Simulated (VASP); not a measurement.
# Mo in VASP: single point with PBEsol

Aim: the single point of Mo with PBEsol.

Everything below comes from runs of VASP 6.6.1. Logs are shortened: lines on timing, memory, paths and dates and some standing lists are left out, and cuts for length are marked.

### 1 The cell of the first run

The cell holds a slab with vacuum, 4 atoms: a = 4.426 Å, b = 2.710 Å, c = 19.833 Å, α = 90.00°, β = 90.00°, γ = 90.00°.

### 2 Single point, PBEsol

INCAR

```
ALGO = Normal
DIPOL = 0.5 0.5 0.500
EDIFF = 1E-6
ENCUT = 400
GGA = PS
GGA_COMPAT = F
IDIPOL = 3
ISIF = 2
ISMEAR = 1
LASPH = T
LCHARG = F
LDIPOL = T
LREAL = F
LWAVE = F
NBANDS = 36
NELM = 120
NELMDL = -8
PREC = Accurate
SIGMA = 0.1
```

KPOINTS

```
k-points
0
Gamma
  8 12 1
```

POSCAR

```
Mo
1.0
    4.4257183030      0.0000000000      0.0000000000
    0.0000000000      2.7101878970      0.0000000000
    0.0000000000      0.0000000000     19.8327844800
Mo
4
Direct
    0.0000000000      0.0000000000      0.4033725072
    0.5000000000      0.3333333333      0.4677908357
    0.0000000000      0.6666666667      0.5322091643
    0.5000000000      0.0000000000      0.5966274928
```

Potentials or basis: VASP PAW PBE potentials, release 64 (Mo_sv).

Launch:

```console
> cat potpaw_PBE.64/Mo_sv/POTCAR > POTCAR
> mpirun -np 1 vasp_std > vasp.out
```

OUTCAR:

```text
EDIFF = 1E-6
   ENCUT = 400
   GGA = PS
   ISIF = 2
   ISMEAR = 1
   LASPH = T
   LREAL = F
   NELM = 120
   NELMDL = -8
   PREC = Accurate

 ion  position               nearest neighbor table
   1  0.000  0.000  0.403-   2 2.71   2 2.71   3 2.71   2 3.13   2 3.13   3 3.13
   2  0.500  0.333  0.468-   1 2.71   1 2.71   4 2.71   3 2.71   3 2.71   1 3.13   1 3.13   4 3.13
                             3 3.13   3 3.13
   3  0.000  0.667  0.532-   4 2.71   4 2.71   1 2.71   2 2.71   2 2.71   4 3.13   4 3.13   1 3.13
                             2 3.13   2 3.13
   4  0.500  0.000  0.597-   3 2.71   3 2.71   2 2.71   3 3.13   3 3.13   2 3.13

  LATTYP: Found a simple orthorhombic cell.
 ALAT       =     2.7101878970
 B/A-ratio  =     1.6329931618
 C/A-ratio  =     7.3178632751

  Lattice vectors:

 A1 = (   0.0000000000,  -2.7101878970,   0.0000000000)
 A2 = (   4.4257183030,   0.0000000000,   0.0000000000)
 A3 = (   0.0000000000,   0.0000000000,  19.8327844800)

Analysis of symmetry for initial positions (statically):
=====================================================================
 Subroutine PRICEL returns:
 Original cell was already a primitive cell.

 Routine SETGRP: Setting up the symmetry group for a
 simple orthorhombic supercell.

 Subroutine GETGRP returns: Found  4 space group operations
 (whereof  2 operations were pure point group operations)
 out of a pool of  8 trial point group operations.

The static configuration has the point symmetry C_1h.
 The point group associated with its full space group is C_2h.

Analysis of symmetry for dynamics (positions and initial velocities):
=====================================================================
 Subroutine PRICEL returns:
 Original cell was already a primitive cell.

 Routine SETGRP: Setting up the symmetry group for a
 simple orthorhombic supercell.

 Subroutine GETGRP returns: Found  4 space group operations
 (whereof  2 operations were pure point group operations)
 out of a pool of  8 trial point group operations.

The dynamic configuration has the point symmetry C_1h.
 The point group associated with its full space group is C_2h.

 Subroutine INISYM returns: Found  4 space group operations
 (whereof  2 operations are pure point group operations),
 and found     1 'primitive' translations

----------------------------------------------------------------------------------------

                                     Primitive cell

  volume of cell :     237.8849

  direct lattice vectors                    reciprocal lattice vectors
[... 98 lines left out ...]
   ISYM   =      2    0-nonsym 1-usesym 2-fastsym
   POTIM  = 0.5000    time-step for ionic-motion
   TEBEG  =    0.0;   TEEND  =   0.0 temperature during run
   PSTRESS=    0.0 pullay stress
   NELECT =      56.0000    total number of electrons
   NUPDOWN=      -1.0000    fix difference up-down
   EMIN   =  10.00;   EMAX   =-10.00  energy-range for DOS
   EFERMI =   0.00;   METHOD = LEGACY
   ISMEAR =     1;   SIGMA  =   0.10  broadening in eV -4-tet -1-fermi 0-gaus
   EFERMI_NEDOS =   21; number of points for ismear=-14 and -15
   IALGO  =     38    algorithm
   IMIX   =      4    mixing-type and parameters
     AMIX     =   0.40;   BMIX     =  1.00
     AMIX_MAG =   1.60;   BMIX_MAG =  1.00
  volume/ion in A,a.u.               =      59.47       401.33
  Fermi-wavevector in a.u.,A,eV,Ry     =   1.010839  1.910208 13.902365  1.021795
  Thomas-Fermi vector in A             =   2.143852
   LORBIT       =      0    0 simple, 1 ext, 2 COOP (PROOUT), +10 PAW based schemes
   GGA     = PS    functional components
   LHFCALC =     F    Hartree Fock is set to
   AEXX    =    0.0000 exact exchange contribution
   IVDW    =     0    specifies the selected vdW correction
   LEPSILON=     F    determine dielectric tensor
   LRPA    =     F    only Hartree local field effects (RPA)
 non-spin polarized calculation
 Methfessel and Paxton  Order N= 1 SIGMA  =   0.10
  energy-cutoff  :      400.00
  volume of cell :      237.88
 maximum number of plane-waves:      4363
 NGX is ok and might be reduce to    30
   NGX = 15   NGY =  9   NGZ = 65

 number of electron      56.0000009 magnetization

 dipolmoment           0.000000      0.000000     -0.000000 electrons x Angstroem

 Free energy of the ion-electron system (eV)
  ---------------------------------------------------
  ext. energy  EPLUGINS =         0.00000000
  ---------------------------------------------------
  free energy    TOTEN  =       -41.86078727 eV

  energy without entropy =      -41.85905497  energy(sigma->0) =      -41.86020984

 E-fermi :   0.2540     XC(G=0):  -4.7223

 val. band max:        0.2529695211   @ k =   0.0000   0.0833   0.0000
 cond. band min:       0.2720964853   @ k =   0.3750   0.5000   0.0000
 fundamental gap:      0.0191269641
 Fermi energy:         0.2539619341

 k-point     1 :       0.0000    0.0000    0.0000
  band No.  band energies     occupation
      1     -60.8317      2.00000
      2     -60.6576      2.00000
      3     -60.5401      2.00000
      4     -60.5108      2.00000
      5     -35.4291      2.00000
      6     -35.0937      2.00000
[... 925 lines left out ...]
     35       2.2610      0.00000
     36       2.6217      0.00000

 [... further k-points ...]

------------------------ aborting loop because EDIFF is reached ----------------------------------------

 vacuum level on the upper side and lower side of the slab       (xc-potential included)        -0.157        -0.157

  FORCE on cell =-STRESS in cart. coord.  units (eV):
  Direction    XX          YY          ZZ          XY          YZ          ZX
  --------------------------------------------------------------------------------------
  -------------------------------------------------------------------------------------
  Total       -8.9853098     -9.4464797     -7.4693964      0.0000000      1.0572060      0.0000000
  in kB      -60.5169144    -63.6229376    -50.3070941      0.0000000      7.1203830      0.0000000
  external PRESSURE =     -58.1489820 kB  Pullay stress =       0.0000000 kB

 VOLUME and BASIS-vectors are now :
 -----------------------------------------------------------------------------
  energy-cutoff  :      400.00
  volume of cell :      237.88
      direct lattice vectors                 reciprocal lattice vectors
     4.425718303  0.000000000  0.000000000     0.225952022  0.000000000  0.000000000
     0.000000000  2.710187897  0.000000000     0.000000000  0.368978107  0.000000000
     0.000000000  0.000000000 19.832784480     0.000000000  0.000000000  0.050421563

 POSITION                                       TOTAL-FORCE (eV/Angst)
 -----------------------------------------------------------------------------------
      0.00000      0.00000      8.00000         0.000000     -0.159916      1.910954
      2.21286      0.90340      9.27759         0.000000     -0.347853     -0.175673
      0.00000      1.80679     10.55519         0.000000      0.347853      0.175673
      2.21286      0.00000     11.83278         0.000000      0.159916     -1.910954
 -----------------------------------------------------------------------------------
    total drift:                                0.000000      0.000000     -0.000000

  FREE ENERGIE OF THE ION-ELECTRON SYSTEM (eV)
  ---------------------------------------------------
  free  energy   TOTEN  =       -41.8607872676 eV

  energy  without entropy=      -41.8590549747  energy(sigma->0) =      -41.86020984

 vacuum level on the upper side and lower side of the slab         4.305         4.305
```

OSZICAR:

```text
N       E                     dE             d eps       ncg     rms          rms(c)
DAV:   1     0.407117199714E+03    0.40712E+03   -0.32718E+04  3648   0.110E+03
DAV:   2    -0.308125392612E+02   -0.43793E+03   -0.42863E+03  3036   0.352E+02
DAV:   3    -0.455044052811E+02   -0.14692E+02   -0.14124E+02  3052   0.538E+01
[... 19 lines left out ...]
DAV:  23    -0.418607369417E+02   -0.23171E-04   -0.51137E-06  2384   0.137E-02    0.431E-03
DAV:  24    -0.418607648045E+02   -0.27863E-04   -0.24899E-06  2084   0.931E-03    0.128E-03
DAV:  25    -0.418607802301E+02   -0.15426E-04   -0.91240E-07  1952   0.200E-03    0.814E-04
DAV:  26    -0.418607863752E+02   -0.61451E-05   -0.55234E-07  1884   0.109E-03    0.161E-04
DAV:  27    -0.418607872676E+02   -0.89241E-06   -0.52433E-08  1596   0.564E-04
   1 F= -.41860787E+02 E0= -.41860210E+02  d E =-.173229E-02
```

Wall time 7.7 min (1 thread of Oxide Virtual Turin-like, shared host); peak memory 0.3 GiB.

What came out:

* Free energy: -41.8608 eV
* Largest force: 1.918 eV/Å
* Band gap on the k mesh: zero (bands 28 and 29 overlap by 1.29 eV)

Forces on the atoms (eV/Å):
```
Mo   0.000 -0.160  1.911
Mo   0.000 -0.348 -0.176
Mo   0.000  0.348  0.176
Mo   0.000  0.160 -1.911
```

Caveat: the PAW data sets were made with another functional, which shifts forces and pressure a little.
